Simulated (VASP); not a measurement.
A run of VASP 6.6.1 is set up as follows.

File INCAR:

```
SYSTEM = Sb
PREC = Accurate ; ENCUT = 520
EDIFF = 1E-7 ; ISMEAR = -1
SIGMA = 0.05 ; LREAL = .FALSE.
LASPH = .TRUE. ; NELM = 80
ALGO = Normal ; ISIF = 2
LWAVE = .FALSE. ; LCHARG = .TRUE.
GGA = CA ; LELF = .TRUE.
LVHAR = .TRUE. ; NBANDS = 12
```

Contents of KPOINTS:

```
regular mesh
0
G
  9 6 6
  0 0 0
```

POSCAR

```
Sb
1.0
    3.1430807616      0.0000000000      0.0000000000
    0.0000000000      4.3763103490      0.0000000000
   -0.0391727227      0.0000000000      4.4350306782
Sb
2
Direct
    0.0113890000      0.2500000000      0.2411660000
    0.9886110000      0.7500000000      0.7588340000
```

Potentials or basis: VASP PAW LDA potentials, release 64 (Sb).

The run is started by

```bash
$ cat potpaw_LDA.64/Sb/POTCAR > POTCAR
$ mpirun -np 1 vasp_std > vasp.out
```

**Question.** Predict the largest force.

**Answer.** 0.038 eV/Å.

**Question.** What does it give for the pressure?

**Answer.** -4.1 GPa.

**Question.** Predict the band gap on the k mesh.

**Answer.** Zero (band 5 reaches 11.65 eV, above the bottom of band 6 at 3.59 eV).

Stress tensor (GPa, compression positive):
```
-3.69  0.00  0.08
 0.00 -4.39  0.00
 0.08  0.00 -4.26
```

Caveat: spin-orbit coupling is left out, which moves the levels of the heavy elements.
